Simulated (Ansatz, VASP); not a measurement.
## Two plane-wave programs on GeBiS2Br

```xyz
5
Lattice="4.7622 0.0000 0.0000 0.0000 4.7622 0.0000 0.0000 0.0000 4.7622" Properties=species:S:1:pos:R:3 pbc="T T T"
Ge    0.0000    0.0000    0.0000
Bi    2.3811    2.3811    2.3811
S     2.3811    0.0000    0.0000
S     0.0000    2.3811    0.0000
Br    0.0000    0.0000    2.3811
```

Alike in both runs: task single point; functional PBE; k mesh 4 × 4 × 4; occupations gaussian, width 0.1 eV; no spin polarisation.

|  | VASP | Ansatz |
| --- | --- | --- |
| version | VASP 6.6.1 | Ansatz 0.2.0 |
| potentials or method | VASP PAW PBE potentials, release 64 (Ge_d, Bi_d, S, Br), cutoff 520 eV | scalar-relativistic, plane waves, PAW |
| valence electrons in the cell | 48 | 48 |

```tsv
	VASP	Ansatz	Ansatz less VASP
gap on the k mesh at the Fermi level (eV)	none	none	-
pressure (GPa)	7.7	7.8	+0.05
traceless stress, the component that is largest in VASP (GPa)	3.92	3.85	-0.071
```

A gap of «none» marks a metal or a gap that the smearing closes. The functional is the same, so the differences come from potentials, cutoffs and numerics.

Spin-orbit coupling is off throughout.
